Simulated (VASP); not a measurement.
# H6C2O in VASP: further runs, part 2 of 2

VASP 6.6.1. Earlier steps stand in the parts before.

### 4 Relaxation of the atoms, LDA

File INCAR:

```
ALGO = Normal
EDIFF = 1E-7
EDIFFG = -0.3
ENCUT = 520
IBRION = 2
ISIF = 2
ISMEAR = -1
LASPH = True
LCHARG = False
LREAL = Auto
LWAVE = False
NELM = 60
NSW = 35
PREC = Accurate
SIGMA = 0.05
```

File KPOINTS:

```
k-points
0
Gamma
  1 1 1
```

File POSCAR:

```
H6C2O
1.0
    7.2936330000      0.0000000000      0.0000000000
    0.0000000000      7.2936330000      0.0000000000
    0.0000000000      0.0000000000      7.2936330000
C O H
8 4 24
Direct
    0.8650170000      0.5866459000      0.3836167000
    0.7940801000      0.6055748000      0.1897587000
    0.3030437000      0.6792000000      0.8184237000
    0.1691156000      0.5675830000      0.7062801000
    0.7232546000      0.0840585000      0.2672692000
    0.5340953000      0.1684014000      0.2760056000
    0.8137130000      0.0299436000      0.7170012000
    0.6518030000      0.1590424000      0.7264849000
    0.6035027000      0.6479845000      0.2020896000
    0.2746383000      0.4511483000      0.5897541000
    0.4053250000      0.0241249000      0.2464605000
    0.4902715000      0.0487114000      0.7287323000
    0.5567297000      0.6604061000      0.0780196000
    0.8689758000      0.7145961000      0.1175022000
    0.8159211000      0.4772758000      0.1137434000
    1.0113087000      0.5539432000      0.3835028000
    0.8442394000      0.7145774000      0.4585021000
    0.7912476000      0.4775385000      0.4547477000
    0.1896065000      0.3788434000      0.5171114000
    0.0801992000      0.4866107000      0.7971280000
    0.0805200000      0.6587968000      0.6253674000
    0.2302041000      0.7717955000      0.9111125000
    0.3901108000      0.5883937000      0.8995378000
    0.3904313000      0.7603755000      0.7279808000
    0.2832712000      0.0771271000      0.2518477000
    0.5123806000      0.2333480000      0.4102681000
    0.5201082000      0.2754769000      0.1708619000
    0.8287568000      0.1883032000      0.2890189000
    0.7372339000     -0.0214280000      0.3725458000
    0.7449523000      0.0206509000      0.1334236000
    0.3854390000      0.1306164000      0.7348220000
    0.6605734000      0.2442664000      0.8504847000
    0.6521869000      0.2515959000      0.6075324000
    0.9425048000      0.1066174000      0.7148686000
    0.8137101000     -0.0610655000      0.8358428000
    0.8053335000     -0.0537447000      0.5931787000
```

Potentials or basis: VASP PAW LDA potentials, release 64 (C, O, H).

Started as:

```
cat potpaw_LDA.64/C/POTCAR potpaw_LDA.64/O/POTCAR potpaw_LDA.64/H/POTCAR > POTCAR
mpirun -np 1 vasp_gam > vasp.out
```

OUTCAR:

```text
EDIFF = 1E-7
   EDIFFG = -0.3
   ENCUT = 520
   IBRION = 2
   ISIF = 2
   ISMEAR = -1
   LASPH = True
   LREAL = Auto
   NELM = 60
   NSW = 35
   PREC = Accurate

 ion  position               nearest neighbor table
   1  0.865  0.587  0.384-  18 1.09  17 1.09  16 1.09   2 1.51
   2  0.794  0.606  0.190-  15 1.10  14 1.10   9 1.43   1 1.51
   3  0.303  0.679  0.818-  23 1.09  24 1.09  22 1.09   4 1.51
   4  0.169  0.568  0.706-  20 1.10  21 1.10  10 1.43   3 1.51
   5  0.723  0.084  0.267-  30 1.09  29 1.09  28 1.09   6 1.51
   6  0.534  0.168  0.276-  27 1.10  26 1.10  11 1.43   5 1.51
   7  0.814  0.030  0.717-  36 1.09  35 1.09  34 1.09   8 1.51
   8  0.652  0.159  0.726-  33 1.10  32 1.10  12 1.43   7 1.51
   9  0.604  0.648  0.202-  13 0.97   2 1.43
  10  0.275  0.451  0.590-  19 0.97   4 1.43
  11  0.405  0.024  0.246-  25 0.97   6 1.43
  12  0.490  0.049  0.729-  31 0.97   8 1.43
  13  0.557  0.660  0.078-   9 0.97
  14  0.869  0.715  0.118-   2 1.10
[... 610 lines left out ...]

  energy without entropy =     -198.10422125  energy(sigma->0) =     -198.10422125

 E-fermi :  -1.5671     XC(G=0):  -6.9350

 val. band max:       -2.8159329785   @ k =   0.0000   0.0000   0.0000
 cond. band min:       1.1730338465   @ k =   0.0000   0.0000   0.0000
 fundamental gap:      3.9889668250
 Fermi energy:        -1.5671144042

 k-point     1 :       0.0000    0.0000    0.0000
  band No.  band energies     occupation
      1     -22.6733      2.00000
      2     -22.3364      2.00000
      3     -22.1772      2.00000
      4     -21.9076      2.00000
      5     -15.7335      2.00000
      6     -15.4377      2.00000
[... 44 lines left out ...]
     51       4.7629      0.00000
     52       4.9256      0.00000
 [bands above 52 left out]

------------------------ aborting loop because EDIFF is reached ----------------------------------------

  FORCE on cell =-STRESS in cart. coord.  units (eV):
  Direction    XX          YY          ZZ          XY          YZ          ZX
  --------------------------------------------------------------------------------------
  -------------------------------------------------------------------------------------
  Total       -1.7778326     -2.5837223     -0.7773725      0.3508826      0.0306545     -0.2477356
  in kB       -7.3412450    -10.6690241     -3.2100224      1.4489074      0.1265823     -1.0229804
  external PRESSURE =      -7.0734305 kB  Pullay stress =       0.0000000 kB
[... 51 lines left out ...]
  FREE ENERGIE OF THE ION-ELECTRON SYSTEM (eV)
  ---------------------------------------------------
  free  energy   TOTEN  =      -198.1042212529 eV

  energy  without entropy=     -198.1042212529  energy(sigma->0) =     -198.10422125

 reached required accuracy - stopping structural energy minimisation
```

CONTCAR:

```text
H6C2O
   1.00000000000000
     7.2936329999999998    0.0000000000000000    0.0000000000000000
     0.0000000000000000    7.2936329999999998    0.0000000000000000
     0.0000000000000000    0.0000000000000000    7.2936329999999998
  C               O               H
     8     4    24
Direct
     0.8637524765015159    0.5794407858282460    0.3709862103772136
     0.7903057440065959    0.5940439012123500    0.1791001693742832
     0.3138153225325605    0.6651959453017553    0.8282099716294421
     0.1748872845038015    0.5517687271954256    0.7271885333632735
     0.7049174024064878    0.0912421805914969    0.2456831865970510
     0.5188522608995604    0.1758942656340371    0.2535679326506322
[... 28 lines left out ...]
     0.8308777013191053    0.9396643829024024    0.8639042317825868
     0.8113463153689646    0.9406487540408970    0.6176525463260063

  0.00000000E+00  0.00000000E+00  0.00000000E+00
  0.00000000E+00  0.00000000E+00  0.00000000E+00
  0.00000000E+00  0.00000000E+00  0.00000000E+00
  0.00000000E+00  0.00000000E+00  0.00000000E+00
  0.00000000E+00  0.00000000E+00  0.00000000E+00
  0.00000000E+00  0.00000000E+00  0.00000000E+00
[... 28 lines left out ...]
  0.00000000E+00  0.00000000E+00  0.00000000E+00
  0.00000000E+00  0.00000000E+00  0.00000000E+00
```

It took 10 min on 1 thread of Intel Xeon Platinum 8259CL at 2.50GHz (Skylake/Cascade Lake), shared host; peak memory 0.3 GiB.

Results:

- Free energy: -198.1042 eV
- Energy gained by relaxing: 15.3 meV/atom
- Ionic steps: 26
- Pressure after relaxing: -0.7 GPa
- Largest force after relaxing: 0.284 eV/Å
- Band gap on the k mesh: 3.99 eV

Forces in eV/Å, atoms in the order of the input:
```
C    0.031  0.036 -0.008
C   -0.233  0.030  0.018
C   -0.044 -0.055 -0.087
C   -0.068 -0.065 -0.003
C    0.094  0.130  0.002
C   -0.070 -0.069  0.005
C    0.089  0.075  0.010
C   -0.056 -0.132  0.057
O    0.002 -0.008 -0.064
O    0.221 -0.093  0.106
O   -0.032 -0.044 -0.045
O    0.165  0.146 -0.132
H    0.043  0.078  0.154
H    0.034  0.148 -0.078
H    0.002 -0.139 -0.063
H    0.040  0.034  0.052
H    0.035 -0.193 -0.011
H    0.012  0.099 -0.050
H    0.137 -0.121  0.036
H   -0.014 -0.005 -0.004
H   -0.160  0.197  0.126
H    0.134  0.014  0.031
H   -0.079 -0.072  0.001
H    0.026 -0.059 -0.012
H    0.015 -0.016 -0.035
H   -0.091 -0.053  0.080
H    0.033  0.096 -0.009
H   -0.072 -0.051  0.008
H    0.024 -0.032 -0.063
H    0.003 -0.059  0.026
H    0.019 -0.009  0.015
H    0.036  0.039  0.010
H    0.010  0.167 -0.040
H   -0.105 -0.116 -0.020
H   -0.174  0.018 -0.146
H   -0.007  0.084  0.133
```

Stress tensor (GPa, compression positive):
```
-0.73  0.14 -0.10
 0.14 -1.07  0.01
-0.10  0.01 -0.32
```

Step by step:
```tsv
step	energy change (eV)	largest force (eV/Å)	pressure (GPa)
1	0.0000	1.0019	0.55
2	0.3531	3.2341	-0.11
3	-0.0723	0.3171	0.24
4	-0.0952	0.5456	0.18
5	-0.0963	0.7223	0.17
6	-0.1075	0.5724	0.08
7	-0.1284	0.3385	-0.19
8	-0.1118	1.2493	-0.72
9	-0.1317	0.5389	-0.34
10	-0.1495	0.3392	-0.42
11	-0.1726	0.5752	-0.66
12	-0.1989	0.4358	-0.57
13	-0.2349	0.6166	-0.35
14	-0.2563	0.5042	-0.31
15	-0.3017	0.3522	-0.23
16	-0.2941	1.2306	-0.19
17	-0.3159	0.6464	-0.19
18	-0.3526	0.3949	-0.19
19	-0.3743	0.8164	-0.21
20	-0.4078	0.5318	-0.37
21	-0.4455	0.6667	-0.81
22	-0.4840	0.5030	-0.86
23	-0.4974	0.4785	-0.95
24	-0.5222	0.4068	-0.83
25	-0.5298	0.8644	-0.72
26	-0.5496	0.2836	-0.71
```

Final structure:
```xyz
36
Lattice="7.2936 0.0000 0.0000 0.0000 7.2936 0.0000 0.0000 0.0000 7.2936" Properties=species:S:1:pos:R:3 pbc="T T T"
C     6.2999    4.2262    2.7058
C     5.7642    4.3327    1.3063
C     2.2889    4.8517    6.0407
C     1.2756    4.0244    5.3038
C     5.1414    0.6655    1.7919
C     3.7843    1.2829    1.8494
C     5.9924    0.2077    5.4050
C     4.8558    1.1986    5.4501
O     4.3636    4.5037    1.3568
O     1.8382    2.9103    4.5982
O     2.8644    0.2760    1.4492
O     3.6002    0.5801    5.2758
H     4.0549    5.1866    0.7246
H     6.2546    5.1724    0.7853
H     6.0148    3.4158    0.7347
H     0.0948    4.0346    2.6587
H     6.1282    5.1728    3.2554
H     5.8162    3.3986    3.2608
H     1.3968    2.8794    3.7273
H     0.5087    3.6419    6.0094
H     0.7578    4.6431    4.5517
H     1.7380    5.5363    6.7128
H     2.9535    4.2248    6.6653
H     2.8978    5.4877    5.3763
H     1.9816    0.4836    1.7976
H     3.5770    1.6286    2.8830
H     3.7146    2.1693    1.1855
H     5.9213    1.3940    2.0791
H     5.1641    7.0980    2.4820
H     5.3493    0.3222    0.7660
H     2.9297    1.2977    5.1573
H     4.8795    1.7504    6.4169
H     5.0234    1.9363    4.6416
H     6.9467    0.7691    5.3517
H     6.0601    6.8536    6.3010
H     5.9177    6.8607    4.5049
```

Levels at points of the mesh, in eV from the valence-band top:
```tsv
k point	band 36	band 37	band 38	band 39	band 40	band 41	band 42	band 43	band 44	band 45
(0.00, 0.00, 0.00)	-1.62	-0.80	-0.53	-0.27	0.00	3.99	5.53	5.81	6.03	6.12
```

Caveat: the k points lie up to 0.86 Å⁻¹ apart; the relaxation stopped at a loose force limit of 0.3 eV/Å, so its end isn't a converged minimum.

### 5 Summary

| task | cell | gap on the mesh (eV) | pressure (GPa) | largest force (eV/Å) |
| --- | --- | --- | --- | --- |
| single point | as given, atomic positions A | 4.68 | -3.1 | 2.57 |
| single point | as given, atomic positions B | 4.49 | -0.8 | 2.32 |
| relaxation of the atoms | atoms relaxed, atomic positions C | 3.99 | -0.7 | 0.28 |

Alike in all rows: level LDA; potentials or basis VASP PAW LDA potentials, release 64 (C, O, H); no spin polarisation; k mesh 1 × 1 × 1; cutoff (eV) 520; smearing fermi-dirac 0.05 eV.

Caveats: all runs use coarse meshes; the atoms stand as in a frame of molecular dynamics (at least some runs); the relaxation stopped at a loose force limit of 0.3 eV/Å, so its end isn't a converged minimum (at least some runs).

Total energies depend on the potentials used, so only differences within one code and one set of settings carry meaning.
